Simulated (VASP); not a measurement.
# BAs in VASP: further runs

The runs below take BAs through single point, with PBE.

Everything below comes from runs of VASP 6.6.1. Logs are shortened: lines on timing, memory, paths and dates and some standing lists are left out, and cuts for length are marked.

## (1) The cell of the first run

The cell holds a slab with vacuum, 10 atoms: a = 3.400 Å, b = 3.400 Å, c = 25.820 Å, α = 90.00°, β = 90.00°, γ = 90.00°.

## (2) Single point, PBE

INCAR reads:

```
PREC = Accurate
ENCUT = 520
EDIFF = 1E-6
ISMEAR = 0
SIGMA = 0.05
LREAL = False
LASPH = True
NELM = 80
ALGO = Normal
ISIF = 2
LWAVE = False
LCHARG = False
LDIPOL = True
IDIPOL = 3
DIPOL = 0.5 0.5 0.500
GGA = PE
NBANDS = 31
```

KPOINTS reads:

```
Automatic mesh
0
Gamma
  8 8 1
```

POSCAR reads:

```
BAs
1.0
    3.4003508741      0.0000000000      0.0000000000
    0.0000000000      3.4003508741      0.0000000000
    0.0000000000      0.0000000000     25.8198502268
As B
5 5
Direct
    0.0000000000      0.5000000000      0.2904741869
    0.5000000000      0.0000000000      0.3835967705
    0.0000000000      0.5000000000      0.4767193541
    0.5000000000      0.0000000000      0.5698419377
    0.0000000000      0.5000000000      0.6629645213
    0.5000000000      0.5000000000      0.3370354787
    0.0000000000      0.0000000000      0.4301580623
    0.5000000000      0.5000000000      0.5232806459
    0.0000000000      0.0000000000      0.6164032295
    0.5000000000      0.5000000000      0.7095258131
```

Potentials or basis: VASP PAW PBE potentials, release 64 (As, B).

Run with:

```bash
> cat potpaw_PBE.64/As/POTCAR potpaw_PBE.64/B/POTCAR > POTCAR
> mpirun -np 1 vasp_std > vasp.out
```

OUTCAR:

```text
PREC = Accurate
   ENCUT = 520
   EDIFF = 1E-6
   ISMEAR = 0
   LREAL = False
   LASPH = True
   NELM = 80
   ISIF = 2
   GGA = PE

 ion  position               nearest neighbor table
   1  0.000  0.500  0.290-   6 2.08   6 2.08
   2  0.500  0.000  0.384-   6 2.08   6 2.08   7 2.08   7 2.08
   3  0.000  0.500  0.477-   7 2.08   7 2.08   8 2.08   8 2.08
   4  0.500  0.000  0.570-   8 2.08   8 2.08   9 2.08   9 2.08
   5  0.000  0.500  0.663-   9 2.08   9 2.08  10 2.08  10 2.08
   6  0.500  0.500  0.337-   2 2.08   2 2.08   1 2.08   1 2.08
   7  0.000  0.000  0.430-   3 2.08   3 2.08   2 2.08   2 2.08
   8  0.500  0.500  0.523-   4 2.08   4 2.08   3 2.08   3 2.08
   9  0.000  0.000  0.616-   5 2.08   5 2.08   4 2.08   4 2.08
  10  0.500  0.500  0.710-   5 2.08   5 2.08

  LATTYP: Found a simple tetragonal cell.
 ALAT       =     3.4003508741
 C/A-ratio  =     7.5932899818

  Lattice vectors:

 A1 = (   3.4003508741,   0.0000000000,   0.0000000000)
 A2 = (   0.0000000000,   3.4003508741,   0.0000000000)
 A3 = (   0.0000000000,   0.0000000000,  25.8198502268)

Analysis of symmetry for initial positions (statically):
=====================================================================
 Subroutine PRICEL returns:
 Original cell was already a primitive cell.

 Routine SETGRP: Setting up the symmetry group for a
 simple tetragonal supercell.

 Subroutine GETGRP returns: Found  4 space group operations
 (whereof  4 operations were pure point group operations)
 out of a pool of 16 trial point group operations.

The static configuration has the point symmetry C_2v.

Analysis of symmetry for dynamics (positions and initial velocities):
=====================================================================
 Subroutine PRICEL returns:
 Original cell was already a primitive cell.

 Routine SETGRP: Setting up the symmetry group for a
 simple tetragonal supercell.

 Subroutine GETGRP returns: Found  4 space group operations
 (whereof  4 operations were pure point group operations)
 out of a pool of 16 trial point group operations.

The dynamic configuration has the point symmetry C_2v.

 Subroutine INISYM returns: Found  4 space group operations
 (whereof  4 operations are pure point group operations),
 and found     1 'primitive' translations

----------------------------------------------------------------------------------------

                                     Primitive cell

  volume of cell :     298.5391

  direct lattice vectors                    reciprocal lattice vectors
     3.400350874  0.000000000  0.000000000     0.294087298  0.000000000  0.000000000
     0.000000000  3.400350874  0.000000000     0.000000000  0.294087298  0.000000000
     0.000000000  0.000000000 25.819850227     0.000000000  0.000000000  0.038729892

  length of vectors
     3.400350874  3.400350874 25.819850227     0.294087298  0.294087298  0.038729892

  position of ions in fractional coordinates (direct lattice)
     0.000000000  0.500000000  0.290474187
     0.500000000  0.000000000  0.383596770
     0.000000000  0.500000000  0.476719354
     0.500000000  0.000000000  0.569841938
     0.000000000  0.500000000  0.662964521
     0.500000000  0.500000000  0.337035479
     0.000000000  0.000000000  0.430158062
     0.500000000  0.500000000  0.523280646
     0.000000000  0.000000000  0.616403230
     0.500000000  0.500000000  0.709525813

  ion indices of the primitive-cell ions
   primitive index   ion index
                 1           1
                 2           2
                 3           3
                 4           4
                 5           5
                 6           6
                 7           7
                 8           8
                 9           9
                10          10

----------------------------------------------------------------------------------------

 KPOINTS: Automatic mesh

Automatic generation of k-mesh.
 Grid dimensions read from file:
 generate k-points for:    8    8    1

 Generating k-lattice:

  Cartesian coordinates                     Fractional coordinates (reciprocal lattice)
     0.036760912  0.000000000  0.000000000     0.125000000  0.000000000  0.000000000
     0.000000000  0.036760912  0.000000000     0.000000000  0.125000000  0.000000000
     0.000000000  0.000000000  0.038729892     0.000000000  0.000000000  1.000000000

  Length of vectors
     0.036760912  0.036760912  0.038729892

  Shift w.r.t. Gamma in fractional coordinates (k-lattice)
     0.000000000  0.000000000  0.000000000

 Subroutine IBZKPT returns following result:
 ===========================================

 Found     25 irreducible k-points:

 Following reciprocal coordinates:
            Coordinates               Weight
  0.000000  0.000000  0.000000      1.000000
  0.125000  0.000000  0.000000      2.000000
  0.000000  0.125000  0.000000      2.000000
  0.250000  0.000000  0.000000      2.000000
  0.000000  0.250000  0.000000      2.000000
  0.375000  0.000000  0.000000      2.000000
[... 16 lines left out ...]
  0.500000  0.375000  0.000000      2.000000
 -0.375000  0.500000  0.000000      2.000000
   k-points           NKPTS =     25   k-points in BZ     NKDIM =     25   number of bands    NBANDS=     31
   number of dos      NEDOS =    301   number of ions     NIONS =     10
   total plane-waves  NPLWV = 150528
   dimension x,y,z NGX =    28 NGY =   28 NGZ =  192
   dimension x,y,z NGXF=    56 NGYF=   56 NGZF=  384
   ions per type =               5   5
   NGX,Y,Z   is equivalent  to a cutoff of  13.69, 13.69, 12.36 a.u.
   NGXF,Y,Z  is equivalent  to a cutoff of  27.38, 27.38, 24.72 a.u.
 SYSTEM =  unknown system
   PREC   = accura    normal or accurate (medium, high low for compatibility)
   ISTART =      0    job   : 0-new  1-cont  2-samecut
   ICHARG =      2    charge: 1-file 2-atom 10-const
   ISPIN  =      1    spin polarized calculation?
   LNONCOLLINEAR =      F non collinear calculations
   LSORBIT =      F    spin-orbit coupling
   LASPH  =      T    aspherical Exc in radial PAW
   ENCUT  =  520.0 eV  38.22 Ry    6.18 a.u.   6.32  6.32 48.01*2*pi/ulx,y,z
   NELM   =     80;   NELMIN=  2; NELMDL= -5     # of ELM steps
   EDIFF  = 0.1E-05   stopping-criterion for ELM
   LREAL  =      F    real-space projection
   EDIFFG = 0.1E-04   stopping-criterion for IOM
   NSW    =      0    number of steps for IOM
   IBRION =     -1    ionic relax: 0-MD 1-quasi-New 2-CG
   NFREE  =      0    steps in history (QN), initial steepest desc. (CG)
   ISIF   =      2    stress and relaxation
   ISYM   =      2    0-nonsym 1-usesym 2-fastsym
   POTIM  = 0.5000    time-step for ionic-motion
   TEBEG  =    0.0;   TEEND  =   0.0 temperature during run
   PSTRESS=    0.0 pullay stress
   NELECT =      40.0000    total number of electrons
   NUPDOWN=      -1.0000    fix difference up-down
   EMIN   =  10.00;   EMAX   =-10.00  energy-range for DOS
   EFERMI =   0.00;   METHOD = LEGACY
   ISMEAR =     0;   SIGMA  =   0.05  broadening in eV -4-tet -1-fermi 0-gaus
   EFERMI_NEDOS =   21; number of points for ismear=-14 and -15
   IALGO  =     38    algorithm
   IMIX   =      4    mixing-type and parameters
     AMIX     =   0.40;   BMIX     =  1.00
     AMIX_MAG =   1.60;   BMIX_MAG =  1.00
  volume/ion in A,a.u.               =      29.85       201.46
  Fermi-wavevector in a.u.,A,eV,Ry     =   0.837711  1.583045  9.548030  0.701760
  Thomas-Fermi vector in A             =   1.951646
   LORBIT       =      0    0 simple, 1 ext, 2 COOP (PROOUT), +10 PAW based schemes
   GGA     = PE    functional components
   LHFCALC =     F    Hartree Fock is set to
   AEXX    =    0.0000 exact exchange contribution
   IVDW    =     0    specifies the selected vdW correction
   LEPSILON=     F    determine dielectric tensor
   LRPA    =     F    only Hartree local field effects (RPA)
 non-spin polarized calculation
 Gauss-broadening in eV      SIGMA  =   0.05
  energy-cutoff  :      520.00
  volume of cell :      298.54
 maximum number of plane-waves:      8080
 NGX is ok and might be reduce to    28
   NGX = 13   NGY = 13   NGZ = 97

 dipolmoment           0.000000      0.000000      0.014297 electrons x Angstroem

 number of electron      40.0000000 magnetization

 dipolmoment           0.000000      0.000000     -0.008460 electrons x Angstroem

 Free energy of the ion-electron system (eV)
  ---------------------------------------------------
  ext. energy  EPLUGINS =         0.00000000
  ---------------------------------------------------
  free energy    TOTEN  =       -52.68064904 eV

  energy without entropy =      -52.67154756  energy(sigma->0) =      -52.67609830

 E-fermi :  -0.4615     XC(G=0):  -5.6637

 val. band max:       -0.4712626411   @ k =   0.0000   0.2500   0.0000
 cond. band min:      -0.4592517730   @ k =  -0.3750   0.5000   0.0000
 fundamental gap:      0.0120108681
 Fermi energy:        -0.4615166579

 k-point     1 :       0.0000    0.0000    0.0000
  band No.  band energies     occupation
      1     -15.3917      2.00000
      2     -14.6441      2.00000
      3     -13.7057      2.00000
      4     -12.5794      2.00000
      5     -11.1427      2.00000
      6      -8.1012      2.00000
[... 23 lines left out ...]
     30       3.6414      0.00000
     31       4.3095      0.00000

 k-point     2 :       0.1250    0.0000    0.0000
  band No.  band energies     occupation
      1     -15.2263      2.00000
      2     -14.4855      2.00000
      3     -13.5614      2.00000
      4     -12.4664      2.00000
      5     -11.0285      2.00000
      6      -8.0918      2.00000
[... 740 lines left out ...]
 k-point    24 :      -0.3750    0.5000    0.0000
  band No.  band energies     occupation
      1     -11.9435      2.00000
      2     -11.7963      2.00000
      3     -11.6695      2.00000
      4     -11.3699      2.00000
      5     -10.1391      2.00000
      6      -8.3830      2.00000
[... 23 lines left out ...]
     30       4.7617      0.00000
     31       5.5903      0.00000

 [... further k-points ...]

------------------------ aborting loop because EDIFF is reached ----------------------------------------

 vacuum level on the upper side and lower side of the slab       (xc-potential included)        -0.253        -0.112

  FORCE on cell =-STRESS in cart. coord.  units (eV):
  Direction    XX          YY          ZZ          XY          YZ          ZX
  --------------------------------------------------------------------------------------
  -------------------------------------------------------------------------------------
  Total       -0.3285861     -3.1830815     -0.9944275      0.0000000      0.0000000      0.0000000
  in kB       -1.7634313    -17.0827254     -5.3368197      0.0000000      0.0000000      0.0000000
  external PRESSURE =      -8.0609921 kB  Pullay stress =       0.0000000 kB

 VOLUME and BASIS-vectors are now :
 -----------------------------------------------------------------------------
  energy-cutoff  :      520.00
  volume of cell :      298.54
      direct lattice vectors                 reciprocal lattice vectors
     3.400350874  0.000000000  0.000000000     0.294087298  0.000000000  0.000000000
     0.000000000  3.400350874  0.000000000     0.000000000  0.294087298  0.000000000
     0.000000000  0.000000000 25.819850227     0.000000000  0.000000000  0.038729892

 POSITION                                       TOTAL-FORCE (eV/Angst)
 -----------------------------------------------------------------------------------
      0.00000      1.70018      7.50000         0.000000      0.000000     -0.227190
      1.70018      0.00000      9.90441         0.000000      0.000000      0.063631
      0.00000      1.70018     12.30882         0.000000      0.000000     -0.084193
      1.70018      0.00000     14.71323         0.000000      0.000000      0.186485
      0.00000      1.70018     17.11764         0.000000      0.000000      1.368793
      1.70018      1.70018      8.70221         0.000000      0.000000      0.143969
      0.00000      0.00000     11.10662         0.000000      0.000000      0.041667
      1.70018      1.70018     13.51103         0.000000      0.000000     -0.028636
      0.00000      0.00000     15.91544         0.000000      0.000000     -0.195870
      1.70018      1.70018     18.31985         0.000000      0.000000     -1.268657
 -----------------------------------------------------------------------------------
    total drift:                                0.000000      0.000000     -0.000032

  FREE ENERGIE OF THE ION-ELECTRON SYSTEM (eV)
  ---------------------------------------------------
  free  energy   TOTEN  =       -52.6806490430 eV

  energy  without entropy=      -52.6715475616  energy(sigma->0) =      -52.67609830

 vacuum level on the upper side and lower side of the slab         5.161         5.305
```

Wall time 11 min (1 thread of AMD EPYC 7R13, shared host); peak memory 0.46 GiB.

Results:

- Free energy: -52.6806 eV
- Largest force: 1.369 eV/Å
- Band gap on the k mesh: zero (bands 20 and 21 overlap by 0.82 eV)

Forces in eV/Å, atoms in the order of the input:
```
As   0.000  0.000 -0.227
As   0.000  0.000  0.064
As   0.000  0.000 -0.084
As   0.000  0.000  0.186
As   0.000  0.000  1.369
B    0.000  0.000  0.144
B    0.000  0.000  0.042
B    0.000  0.000 -0.029
B    0.000  0.000 -0.196
B    0.000  0.000 -1.269
```

Levels at points of the mesh, in eV from the Fermi level:
```
           k point  band 16  band 17  band 18  band 19  band 20  band 21  band 22  band 23  band 24  band 25
(0.00, 0.00, 0.00)    -1.00    -0.72    -0.13    -0.09     0.42     1.53     1.54     2.20     2.29     2.36
(0.50, 0.00, 0.00)    -1.89    -1.61    -1.20    -1.10    -0.39     2.88     2.90     3.17     3.22     3.59
(0.00, 0.50, 0.00)    -1.51    -1.43    -0.80    -0.75    -0.25     0.10     0.49     3.26     3.28     3.64
(0.50, 0.50, 0.00)    -4.01    -3.92    -3.60    -1.45    -1.18    -0.32    -0.15     2.46     2.56     2.59
```

## (3) Single point, PBE

INCAR reads:

```
SYSTEM = BAs
  PREC = Accurate
  ENCUT = 520
  EDIFF = 1E-7
  ISMEAR = 0
  SIGMA = 0.05
  LREAL = .FALSE.
  LASPH = .TRUE.
  NELM = 100
  ALGO = Normal
  ISIF = 2
  LWAVE = .FALSE.
  LCHARG = .TRUE.
  LDIPOL = .TRUE.
  IDIPOL = 3
  DIPOL = 0.5 0.5 0.500
  GGA = PE
  LELF = .TRUE.
  LVHAR = .TRUE.
  LVACPOTAV = .TRUE.
  NBANDS = 31
```

KPOINTS reads:

```
Automatic mesh
0
G
  8 8 1
  0 0 0
```

POSCAR reads:

```
BAs
1.0
    3.4003508741      0.0000000000      0.0000000000
    0.0000000000      3.4003508741      0.0000000000
    0.0000000000      0.0000000000     25.8198502268
As B
5 5
Direct
    0.0000000000      0.5000000000      0.2905203819
    0.5000000000      0.0000000000      0.3843341724
    0.0000000000      0.5000000000      0.4772215109
    0.5000000000      0.0000000000      0.5705931436
    0.0000000000      0.5000000000      0.6646019083
    0.5000000000      0.5000000000      0.3378138821
    0.0000000000      0.0000000000      0.4308937051
    0.5000000000      0.5000000000      0.5237825292
    0.0000000000      0.0000000000      0.6164234172
    0.5000000000      0.5000000000      0.7038153494
```

Potentials or basis: VASP PAW PBE potentials, release 64 (As, B).

Run with:

```bash
> cat potpaw_PBE.64/As/POTCAR potpaw_PBE.64/B/POTCAR > POTCAR
> mpirun -np 1 vasp_std > vasp.out
```

Run time: 11 min. Hardware: 1 thread of AMD EPYC 7R13, shared host; peak memory 0.46 GiB.

Results (log left out):

- Free energy: -52.8063 eV
- Largest force: 0.051 eV/Å
- Band gap on the k mesh: zero (bands 20 and 21 overlap by 1.04 eV)

Forces on the atoms (eV/Å):
```
As   0.000  0.000 -0.038
As   0.000  0.000 -0.005
As   0.000  0.000 -0.003
As   0.000  0.000 -0.008
As   0.000  0.000 -0.021
B    0.000  0.000 -0.004
B    0.000  0.000  0.004
B    0.000  0.000  0.006
B    0.000  0.000  0.017
B    0.000  0.000  0.051
```

Levels at points of the mesh, in eV from the Fermi level:
```csv
k point,band 18,band 19,band 20,band 21,band 22,band 23
"(0.00, 0.00, 0.00)",-0.14,-0.13,0.35,1.40,1.50,1.97
"(0.50, 0.00, 0.00)",-1.16,-1.08,-0.45,2.44,2.94,3.11
"(0.00, 0.50, 0.00)",-0.81,-0.61,-0.25,0.08,0.59,2.93
"(0.50, 0.50, 0.00)",-3.55,-1.41,-1.15,-0.69,-0.17,2.36
```
